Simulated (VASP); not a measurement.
# MgO (Fm-3m) in VASP: further runs

Runs on MgO. Level: PBE. Tasks: single point.

All numbers are computed with VASP 6.6.1; they aren't measurements. Logs are shortened: lines on timing, memory, paths and dates and some standing lists are left out, and cuts for length are marked.

### 1 The cell of the first run

The structure is cubic, space group Fm-3m (No. 225). The conventional cell has a = 4.212 Å, b = 4.212 Å, c = 4.212 Å, α = 90.00°, β = 90.00°, γ = 90.00°. Within 2.8 Å of Mg (site symmetry m-3m) lie 6 O at 2.11 Å. Within 2.8 Å of O (site symmetry m-3m) lie 6 Mg at 2.11 Å.

### 2 Single point, PBE

INCAR reads:

```
SYSTEM = MgO
PREC = Accurate ; ENCUT = 600
EDIFF = 1E-6 ; ISMEAR = -1
SIGMA = 0.05 ; LREAL = .FALSE.
LASPH = .TRUE. ; NELM = 120
ALGO = Normal ; ISIF = 2
LWAVE = .FALSE. ; LCHARG = .FALSE.
GGA = PE ; NBANDS = 11
GGA_COMPAT = .FALSE.
```

KPOINTS reads:

```
Automatic mesh
0
G
  8 8 8
  0 0 0
```

POSCAR reads:

```
MgO
1.0
    0.0000000000      2.1060700000      2.1060700000
    2.1060700000      0.0000000000      2.1060700000
    2.1060700000      2.1060700000      0.0000000000
Mg O
1 1
Direct
    0.0000000000      0.0000000000      0.0000000000
    0.5000000000      0.5000000000      0.5000000000
```

Potentials or basis: VASP PAW PBE potentials, release 64 (Mg, O).

The run is started by

```bash
> cat potpaw_PBE.64/Mg/POTCAR potpaw_PBE.64/O/POTCAR > POTCAR
> mpirun -np 1 vasp_std > vasp.out
```

OUTCAR:

```text
SYSTEM = MgO
   PREC = Accurate
   ENCUT = 600
   EDIFF = 1E-6
   ISMEAR = -1
   LREAL = .FALSE.
   LASPH = .TRUE.
   NELM = 120
   ISIF = 2
   GGA = PE

 ion  position               nearest neighbor table
   1  0.000  0.000  0.000-   2 2.11   2 2.11   2 2.11   2 2.11   2 2.11   2 2.11
   2  0.500  0.500  0.500-   1 2.11   1 2.11   1 2.11   1 2.11   1 2.11   1 2.11

  LATTYP: Found a face centered cubic cell.
 ALAT       =     4.2121400000

  Lattice vectors:

 A1 = (   0.0000000000,   2.1060700000,   2.1060700000)
 A2 = (   2.1060700000,   0.0000000000,   2.1060700000)
 A3 = (   2.1060700000,   2.1060700000,   0.0000000000)

Analysis of symmetry for initial positions (statically):
=====================================================================
 Subroutine PRICEL returns:
 Original cell was already a primitive cell.

 Routine SETGRP: Setting up the symmetry group for a
 face centered cubic supercell.

 Subroutine GETGRP returns: Found 48 space group operations
 (whereof 48 operations were pure point group operations)
 out of a pool of 48 trial point group operations.

The static configuration has the point symmetry O_h .

Analysis of symmetry for dynamics (positions and initial velocities):
=====================================================================
 Subroutine PRICEL returns:
 Original cell was already a primitive cell.

 Routine SETGRP: Setting up the symmetry group for a
 face centered cubic supercell.

 Subroutine GETGRP returns: Found 48 space group operations
 (whereof 48 operations were pure point group operations)
 out of a pool of 48 trial point group operations.

The dynamic configuration has the point symmetry O_h .

 Subroutine INISYM returns: Found 48 space group operations
 (whereof 48 operations are pure point group operations),
 and found     1 'primitive' translations

----------------------------------------------------------------------------------------

                                     Primitive cell

  volume of cell :      18.6831

  direct lattice vectors                    reciprocal lattice vectors
     0.000000000  2.106070000  2.106070000    -0.237409013  0.237409013  0.237409013
     2.106070000  0.000000000  2.106070000     0.237409013 -0.237409013  0.237409013
     2.106070000  2.106070000  0.000000000     0.237409013  0.237409013 -0.237409013

  length of vectors
     2.978432757  2.978432757  2.978432757     0.411204473  0.411204473  0.411204473

  position of ions in fractional coordinates (direct lattice)
     0.000000000  0.000000000  0.000000000
     0.500000000  0.500000000  0.500000000

  ion indices of the primitive-cell ions
   primitive index   ion index
                 1           1
                 2           2

----------------------------------------------------------------------------------------

 KPOINTS: Automatic mesh

Automatic generation of k-mesh.
 Grid dimensions read from file:
 generate k-points for:    8    8    8

 Generating k-lattice:

  Cartesian coordinates                     Fractional coordinates (reciprocal lattice)
    -0.029676127  0.029676127  0.029676127     0.125000000  0.000000000  0.000000000
     0.029676127 -0.029676127  0.029676127     0.000000000  0.125000000  0.000000000
     0.029676127  0.029676127 -0.029676127     0.000000000  0.000000000  0.125000000

  Length of vectors
     0.051400559  0.051400559  0.051400559

  Shift w.r.t. Gamma in fractional coordinates (k-lattice)
     0.000000000  0.000000000  0.000000000

 Subroutine IBZKPT returns following result:
 ===========================================

 Found     29 irreducible k-points:

 Following reciprocal coordinates:
            Coordinates               Weight
  0.000000  0.000000  0.000000      1.000000
  0.125000  0.000000  0.000000      8.000000
  0.250000  0.000000  0.000000      8.000000
  0.375000  0.000000  0.000000      8.000000
  0.500000  0.000000  0.000000      4.000000
  0.125000  0.125000  0.000000      6.000000
[... 16 lines left out ...]
  0.500000  0.250000  0.125000     48.000000
 -0.375000  0.250000  0.125000     24.000000
 [... further k-points ...]
   k-points           NKPTS =     29   k-points in BZ     NKDIM =     29   number of bands    NBANDS=     11
   number of dos      NEDOS =    301   number of ions     NIONS =      2
   total plane-waves  NPLWV =  13824
   dimension x,y,z NGX =    24 NGY =   24 NGZ =   24
   dimension x,y,z NGXF=    48 NGYF=   48 NGZF=   48
   ions per type =               1   1
   NGX,Y,Z   is equivalent  to a cutoff of  13.40, 13.40, 13.40 a.u.
   NGXF,Y,Z  is equivalent  to a cutoff of  26.79, 26.79, 26.79 a.u.
 SYSTEM =  MgO
   PREC   = accura    normal or accurate (medium, high low for compatibility)
   ISTART =      0    job   : 0-new  1-cont  2-samecut
   ICHARG =      2    charge: 1-file 2-atom 10-const
   ISPIN  =      1    spin polarized calculation?
   LNONCOLLINEAR =      F non collinear calculations
   LSORBIT =      F    spin-orbit coupling
   LASPH  =      T    aspherical Exc in radial PAW
   ENCUT  =  600.0 eV  44.10 Ry    6.64 a.u.   5.95  5.95  5.95*2*pi/ulx,y,z
   NELM   =    120;   NELMIN=  2; NELMDL= -5     # of ELM steps
   EDIFF  = 0.1E-05   stopping-criterion for ELM
   LREAL  =      F    real-space projection
   EDIFFG = 0.1E-04   stopping-criterion for IOM
   NSW    =      0    number of steps for IOM
   IBRION =     -1    ionic relax: 0-MD 1-quasi-New 2-CG
   NFREE  =      0    steps in history (QN), initial steepest desc. (CG)
   ISIF   =      2    stress and relaxation
   ISYM   =      2    0-nonsym 1-usesym 2-fastsym
   POTIM  = 0.5000    time-step for ionic-motion
   TEBEG  =    0.0;   TEEND  =   0.0 temperature during run
   PSTRESS=    0.0 pullay stress
   NELECT =       8.0000    total number of electrons
   NUPDOWN=      -1.0000    fix difference up-down
   EMIN   =  10.00;   EMAX   =-10.00  energy-range for DOS
   EFERMI =   0.00;   METHOD = LEGACY
   ISMEAR =    -1;   SIGMA  =   0.05  broadening in eV -4-tet -1-fermi 0-gaus
   EFERMI_NEDOS =   21; number of points for ismear=-14 and -15
   IALGO  =     38    algorithm
   IMIX   =      4    mixing-type and parameters
     AMIX     =   0.40;   BMIX     =  1.00
     AMIX_MAG =   1.60;   BMIX_MAG =  1.00
  volume/ion in A,a.u.               =       9.34        63.04
  Fermi-wavevector in a.u.,A,eV,Ry     =   1.233925  2.331780 20.715828  1.522570
  Thomas-Fermi vector in A             =   2.368636
   LORBIT       =      0    0 simple, 1 ext, 2 COOP (PROOUT), +10 PAW based schemes
   GGA     = PE    functional components
   LHFCALC =     F    Hartree Fock is set to
   AEXX    =    0.0000 exact exchange contribution
   IVDW    =     0    specifies the selected vdW correction
   LEPSILON=     F    determine dielectric tensor
   LRPA    =     F    only Hartree local field effects (RPA)
 non-spin polarized calculation
  energy-cutoff  :      600.00
  volume of cell :       18.68
 maximum number of plane-waves:       636
   NGX = 11   NGY = 11   NGZ = 11

 number of electron       8.0000005 magnetization

 Free energy of the ion-electron system (eV)
  ---------------------------------------------------
  ext. energy  EPLUGINS =         0.00000000
  ---------------------------------------------------
  free energy    TOTEN  =       -11.90895439 eV

  energy without entropy =      -11.90895439  energy(sigma->0) =      -11.90895439

 E-fermi :   4.1777     XC(G=0): -11.0780

 val. band max:        3.1846048592   @ k =   0.0000   0.0000   0.0000
 cond. band min:       7.9117747383   @ k =   0.0000   0.0000   0.0000
 fundamental gap:      4.7271698792
 Fermi energy:         4.1776603207

 k-point     1 :       0.0000    0.0000    0.0000
  band No.  band energies     occupation
      1     -14.0776      2.00000
      2       3.1846      2.00000
      3       3.1846      2.00000
      4       3.1846      2.00000
      5       7.9118      0.00000
      6      18.9865      0.00000
      7      18.9865      0.00000
      8      18.9865      0.00000
      9      22.9019      0.00000
     10      24.6773      0.00000
     11      24.6773      0.00000

 k-point     2 :       0.1250    0.0000    0.0000
  band No.  band energies     occupation
      1     -13.9146      2.00000
      2       2.2306      2.00000
      3       3.0815      2.00000
      4       3.0815      2.00000
      5       8.8259      0.00000
      6      17.3070      0.00000
      7      19.3453      0.00000
      8      19.3453      0.00000
      9      23.7096      0.00000
     10      23.7096      0.00000
     11      25.0630      0.00000

 k-point     3 :       0.2500    0.0000    0.0000
  band No.  band energies     occupation
      1     -13.4908      2.00000
      2       0.5263      2.00000
      3       2.8441      2.00000
      4       2.8441      2.00000
      5      10.2731      0.00000
      6      15.7607      0.00000
      7      19.8394      0.00000
      8      19.8394      0.00000
      9      23.3196      0.00000
     10      23.3196      0.00000
     11      25.1769      0.00000

 k-point     4 :       0.3750    0.0000    0.0000
  band No.  band energies     occupation
      1     -13.0129      2.00000
      2      -0.8814      2.00000
      3       2.6207      2.00000
      4       2.6207      2.00000
      5      10.9872      0.00000
      6      15.5628      0.00000
      7      19.6657      0.00000
      8      19.6657      0.00000
      9      24.3877      0.00000
     10      24.6330      0.00000
     11      24.6330      0.00000

 k-point     5 :       0.5000    0.0000    0.0000
  band No.  band energies     occupation
      1     -12.7944      2.00000
      2      -1.4313      2.00000
      3       2.5317      2.00000
      4       2.5317      2.00000
      5      11.0826      0.00000
      6      15.7898      0.00000
      7      19.4969      0.00000
      8      19.4969      0.00000
      9      24.0768      0.00000
     10      25.6863      0.00000
     11      25.6863      0.00000
[... 211 lines left out ...]
 k-point    21 :       0.5000    0.5000    0.0000
  band No.  band energies     occupation
      1     -12.5362      2.00000
      2      -0.8988      2.00000
      3       1.8366      2.00000
      4       1.8366      2.00000
      5      12.3066      0.00000
      6      13.1555      0.00000
      7      16.2829      0.00000
      8      22.1563      0.00000
      9      22.1563      0.00000
     10      28.4928      0.00000
     11      30.0282      0.00000

 k-point    22 :       0.3750    0.2500    0.1250
  band No.  band energies     occupation
      1     -13.1872      2.00000
      2       0.1697      2.00000
      3       2.0335      2.00000
      4       2.5701      2.00000
      5      11.6776      0.00000
      6      14.6737      0.00000
      7      18.2665      0.00000
      8      20.7317      0.00000
      9      21.2981      0.00000
     10      25.6257      0.00000
     11      29.0116      0.00000

 k-point    23 :       0.5000    0.2500    0.1250
  band No.  band energies     occupation
      1     -12.8110      2.00000
      2      -0.5208      2.00000
      3       1.4584      2.00000
      4       2.3178      2.00000
      5      12.6802      0.00000
      6      14.8393      0.00000
      7      17.1063      0.00000
      8      20.3295      0.00000
      9      22.8707      0.00000
     10      25.5927      0.00000
     11      29.2081      0.00000

 k-point    24 :      -0.3750    0.2500    0.1250
  band No.  band energies     occupation
      1     -12.6437      2.00000
      2      -0.8144      2.00000
      3       1.2510      2.00000
      4       2.1986      2.00000
      5      12.8577      0.00000
      6      15.3836      0.00000
      7      16.6764      0.00000
      8      20.0836      0.00000
      9      23.7122      0.00000
     10      25.2630      0.00000
     11      29.3461      0.00000

 [... further k-points ...]

------------------------ aborting loop because EDIFF is reached ----------------------------------------

  FORCE on cell =-STRESS in cart. coord.  units (eV):
  Direction    XX          YY          ZZ          XY          YZ          ZX
  --------------------------------------------------------------------------------------
  -------------------------------------------------------------------------------------
  Total        0.4298663      0.4298663      0.4298663      0.0000000      0.0000000     -0.0000000
  in kB       36.8634126     36.8634126     36.8634126      0.0000000      0.0000000     -0.0000000
  external PRESSURE =      36.8634126 kB  Pullay stress =       0.0000000 kB

 VOLUME and BASIS-vectors are now :
 -----------------------------------------------------------------------------
  energy-cutoff  :      600.00
  volume of cell :       18.68
      direct lattice vectors                 reciprocal lattice vectors
     0.000000000  2.106070000  2.106070000    -0.237409013  0.237409013  0.237409013
     2.106070000  0.000000000  2.106070000     0.237409013 -0.237409013  0.237409013
     2.106070000  2.106070000  0.000000000     0.237409013  0.237409013 -0.237409013

 POSITION                                       TOTAL-FORCE (eV/Angst)
 -----------------------------------------------------------------------------------
      0.00000      0.00000      0.00000        -0.000000     -0.000000      0.000000
      2.10607      2.10607      2.10607         0.000000      0.000000     -0.000000
 -----------------------------------------------------------------------------------
    total drift:                               -0.000000     -0.000000      0.000000

  FREE ENERGIE OF THE ION-ELECTRON SYSTEM (eV)
  ---------------------------------------------------
  free  energy   TOTEN  =       -11.9089543926 eV

  energy  without entropy=      -11.9089543925  energy(sigma->0) =      -11.90895439
```

Wall time 10 s (1 thread of Intel Xeon 8259CL, shared host); peak memory 0.14 GiB.

Results:

| Quantity | Value |
| --- | --- |
| Free energy | -11.9090 eV |
| Pressure | 3.7 GPa |
| Band gap on the k mesh | 4.73 eV, direct |

### 3 Single point, PBE

INCAR reads:

```
PREC     = Accurate       # precision mode
ENCUT    = 600            # plane-wave cutoff, eV
EDIFF    = 1E-6           # SCF threshold, eV
ISMEAR   = 1              # smearing method
SIGMA    = 0.05           # smearing width, eV
LREAL    = False          # projectors in reciprocal space
LASPH    = True           # aspherical terms in the spheres
NELM     = 120            # most SCF steps
ALGO     = Normal         # electronic algorithm
ISIF     = 2              # what is computed and relaxed
LWAVE    = False          # write WAVECAR
LCHARG   = False          # write CHGCAR
GGA      = PE             # functional
NBANDS   = 11             # bands
GGA_COMPAT= False
```

KPOINTS reads:

```
regular mesh
0
Gamma
  8 8 8
```

POSCAR is that of step 2.

Potentials or basis: VASP PAW PBE potentials, release 64 (Mg, O).

The run is started by

```bash
> cat potpaw_PBE.64/Mg/POTCAR potpaw_PBE.64/O/POTCAR > POTCAR
> mpirun -np 1 vasp_std > vasp.out
```

OUTCAR:

```text
PREC = Accurate
   ENCUT = 600
   EDIFF = 1E-6
   ISMEAR = 1
   LREAL = False
   LASPH = True
   NELM = 120
   ISIF = 2
   GGA = PE

 ion  position               nearest neighbor table
   1  0.000  0.000  0.000-   2 2.11   2 2.11   2 2.11   2 2.11   2 2.11   2 2.11
   2  0.500  0.500  0.500-   1 2.11   1 2.11   1 2.11   1 2.11   1 2.11   1 2.11

  LATTYP: Found a face centered cubic cell.
 ALAT       =     4.2121400000

  Lattice vectors:

 A1 = (   0.0000000000,   2.1060700000,   2.1060700000)
 A2 = (   2.1060700000,   0.0000000000,   2.1060700000)
[... 514 lines left out ...]
      8      20.0836      0.00000
      9      23.7122      0.00000
     10      25.2630      0.00000
     11      29.3461      0.00000

 [... further k-points ...]
[... 5 lines left out ...]
  --------------------------------------------------------------------------------------
  -------------------------------------------------------------------------------------
  Total        0.4298644      0.4298644      0.4298644     -0.0000000      0.0000000     -0.0000000
  in kB       36.8632559     36.8632559     36.8632559     -0.0000000      0.0000000     -0.0000000
  external PRESSURE =      36.8632559 kB  Pullay stress =       0.0000000 kB

 VOLUME and BASIS-vectors are now :
 -----------------------------------------------------------------------------
  energy-cutoff  :      600.00
  volume of cell :       18.68
      direct lattice vectors                 reciprocal lattice vectors
     0.000000000  2.106070000  2.106070000    -0.237409013  0.237409013  0.237409013
     2.106070000  0.000000000  2.106070000     0.237409013 -0.237409013  0.237409013
     2.106070000  2.106070000  0.000000000     0.237409013  0.237409013 -0.237409013

 POSITION                                       TOTAL-FORCE (eV/Angst)
 -----------------------------------------------------------------------------------
      0.00000      0.00000      0.00000         0.000000      0.000000      0.000000
      2.10607      2.10607      2.10607        -0.000000     -0.000000     -0.000000
 -----------------------------------------------------------------------------------
    total drift:                               -0.000000     -0.000000      0.000000

  FREE ENERGIE OF THE ION-ELECTRON SYSTEM (eV)
  ---------------------------------------------------
  free  energy   TOTEN  =       -11.9089373191 eV

  energy  without entropy=      -11.9089554306  energy(sigma->0) =      -11.90894336
```

OSZICAR:

```text
N       E                     dE             d eps       ncg     rms          rms(c)
DAV:   1     0.173742682797E+02    0.17374E+02   -0.50803E+03   702   0.729E+02
DAV:   2    -0.128444483101E+02   -0.30219E+02   -0.29775E+02   730   0.147E+02
DAV:   3    -0.134657212167E+02   -0.62127E+00   -0.62065E+00   781   0.186E+01
DAV:   4    -0.134672778846E+02   -0.15567E-02   -0.15566E-02   692   0.103E+00
DAV:   5    -0.134672830610E+02   -0.51764E-05   -0.51764E-05   755   0.588E-02    0.721E+00
DAV:   6    -0.119266960006E+02    0.15406E+01   -0.87697E+00   665   0.163E+01    0.223E+00
DAV:   7    -0.119147369307E+02    0.11959E-01   -0.53770E-02   695   0.213E+00    0.135E+00
DAV:   8    -0.119093107486E+02    0.54262E-02   -0.28054E-02   671   0.190E+00    0.237E-01
DAV:   9    -0.119089494800E+02    0.36127E-03   -0.52599E-04   734   0.163E-01    0.135E-01
DAV:  10    -0.119089354680E+02    0.14012E-04   -0.49143E-04   698   0.169E-01    0.834E-03
DAV:  11    -0.119089373968E+02   -0.19289E-05   -0.24663E-06   731   0.134E-02    0.560E-03
DAV:  12    -0.119089373191E+02    0.77700E-07   -0.60136E-07   382   0.619E-03
   1 F= -.11908937E+02 E0= -.11908943E+02  d E =0.181114E-04
```

stdout:

```text
POSCAR found type information on POSCAR MgO
 POSCAR found :  2 types and       2 ions
 scaLAPACK will be used
 LDA part: xc-table for (Slater+PW92), standard interpolation
 POSCAR, INCAR and KPOINTS ok, starting setup
 FFT: planning ... GRIDC
 FFT: planning ... GRID_SOFT
 FFT: planning ... GRID
 WAVECAR not read
 entering main loop
```

Wall time 11 s (1 thread of Intel Xeon 8259CL, shared host); peak memory 0.14 GiB.

Results:

```
Free energy            : -11.9089 eV
Pressure               : 3.7 GPa
Band gap on the k mesh : 4.73 eV, direct
```
